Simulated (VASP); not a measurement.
Write the native input for VASP 6.6.1 that does the following.

```yaml
Task: single point
Functional: LDA
Potentials_or_basis: VASP PAW LDA potentials, release 64 (Cu, Au)
Cutoff: 520 eV
k_mesh: 18 × 18 × 14
Occupations: gaussian, width 0.15 eV
Spin: no spin polarisation
Dipole_correction: no
Further_INCAR_settings: ALGO = Fast; EDIFF = 1e-06; NBANDS = 18
```

The structure of CuAu lies in POSCAR:

```
CuAu
1.0
    2.8000000000      0.0000000000      0.0000000000
    0.0000000000      2.8000000000      0.0000000000
    0.0000000000      0.0000000000      3.6700000000
Cu Au
1 1
Direct
    0.5000000000      0.5000000000      0.5000000000
    0.0000000000      0.0000000000      0.0000000000
```

These files were run (other wordings do the same):

INCAR

```
PREC = Accurate
ENCUT = 520
EDIFF = 1E-6
ISMEAR = 0
SIGMA = 0.15
LREAL = False
LASPH = True
NELM = 60
ALGO = Fast
ISIF = 2
LWAVE = False
LCHARG = False
GGA = CA
NBANDS = 18
```

KPOINTS

```
regular mesh
0
Gamma
  18 18 14
```

Potentials or basis: VASP PAW LDA potentials, release 64 (Cu, Au).

Run with:

```bash
$ cat potpaw_LDA.64/Cu/POTCAR potpaw_LDA.64/Au/POTCAR > POTCAR
$ mpirun -np 1 vasp_std > vasp.out
```

It gave:

```yaml
Pressure: -7.5 GPa
Band_gap_on_the_k_mesh: zero (band 11 reaches 13.99 eV, above the bottom of band 12 at 6.64 eV)
```

Caveat: spin-orbit coupling is left out, which moves the levels of the heavy elements.

Wall time 80 s on 1 thread of Intel(R) Xeon(R) 6975P-C (Granite Rapids) (shared host), peak memory 0.33 GiB.
